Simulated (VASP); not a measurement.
Here is a VASP 6.6.1 calculation.

The input INCAR:

```
SYSTEM = Si4Ru
ALGO     = Normal         ! electronic algorithm
EDIFF    = 1E-7           ! SCF threshold, eV
EDIFFG   = -0.01          ! ionic threshold
ENCUT    = 600            ! plane-wave cutoff, eV
GGA      = PE             ! functional
IBRION   = 2              ! ionic algorithm
ISIF     = 3              ! what is computed and relaxed
ISMEAR   = 0              ! smearing method
LASPH    = .TRUE.         ! aspherical terms in the spheres
LCHARG   = .FALSE.        ! write CHGCAR
LREAL    = .FALSE.        ! projectors in reciprocal space
LWAVE    = .FALSE.        ! write WAVECAR
NELM     = 80             ! most SCF steps
NSW      = 100            ! ionic steps
PREC     = Accurate       ! precision mode
SIGMA    = 0.1            ! smearing width, eV
```

Contents of KPOINTS:

```
k-points
0
G
  10 10 10
  0 0 0
```

POSCAR

```
Si4Ru
1.0
    0.0000000000      3.4171255651      3.4171255651
    3.4171255651      0.0000000000      3.4171255651
    3.4171255651      3.4171255651      0.0000000000
Si Ru
4 1
Direct
    0.8755316635      0.3734050096      0.8755316635
    0.8755316635      0.8755316635      0.8755316635
    0.3734050096      0.8755316635      0.8755316635
    0.8755316635      0.8755316635      0.3734050096
    0.5000000000      0.5000000000      0.5000000000
```

Potentials or basis: VASP PAW PBE potentials, release 64 (Si, Ru_pv).

Launch:

```console
$ cat potpaw_PBE.64/Si/POTCAR potpaw_PBE.64/Ru_pv/POTCAR > POTCAR
$ mpirun -np 1 vasp_std > vasp.out
```

What does it give for the space group after relaxing (to 0.1 Å)?

F-43m (No. 216).

Predict the relaxed cell.

a = 4.828 Å, b = 4.828 Å, c = 4.828 Å, α = 60.00°, β = 60.00°, γ = 60.00°.

Final structure:
```
Si Ru
1.0
     0.00000    3.41393    3.41393
     3.41393    0.00000    3.41393
     3.41393    3.41393    0.00000
Si Ru
4 1
Direct
  0.87565 0.37305 0.87565
  0.87565 0.87565 0.87565
  0.37305 0.87565 0.87565
  0.87565 0.87565 0.37305
  0.50000 0.50000 0.50000
```
